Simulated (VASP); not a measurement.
Crystal: HgTe.

```
Hg Te
1.0
     3.05121   -3.53493    0.00000
     3.05121    3.53493    0.00000
     0.00000    0.00000    5.91188
Hg Te
2 2
Direct
  0.65695 0.34305 0.25000
  0.34305 0.65695 0.75000
  0.21519 0.78481 0.25000
  0.78481 0.21519 0.75000
```

Base run:

* Program: VASP 6.6.1
* Functional: PBEsol
* Potentials or basis: VASP PAW PBE potentials, release 64 (Hg, Te)
* Cutoff: 520 eV
* k mesh: 6 × 6 × 5
* Occupations: fermi-dirac, width 0.05 eV
* Spin: no spin polarisation

Its results: band gap on the k mesh zero (band 18 reaches 3.40 eV, above the bottom of band 19 at 1.57 eV); pressure -5.1 GPa; largest force 0.323 eV/Å.

Task: The run is repeated on the same cell with these changes: functional from PBEsol to PBE. What comes out?

Result: Band gap on the k mesh zero (band 18 reaches 3.55 eV, above the bottom of band 19 at 1.74 eV); pressure -2.3 GPa; largest force 0.227 eV/Å.

PBE binds less tightly than PBEsol, so the same cell stands under more pressure.

Caveats: spin-orbit coupling is left out, which moves the levels of the heavy elements; the PAW data sets were made with another functional, which shifts forces and pressure a little (some runs).
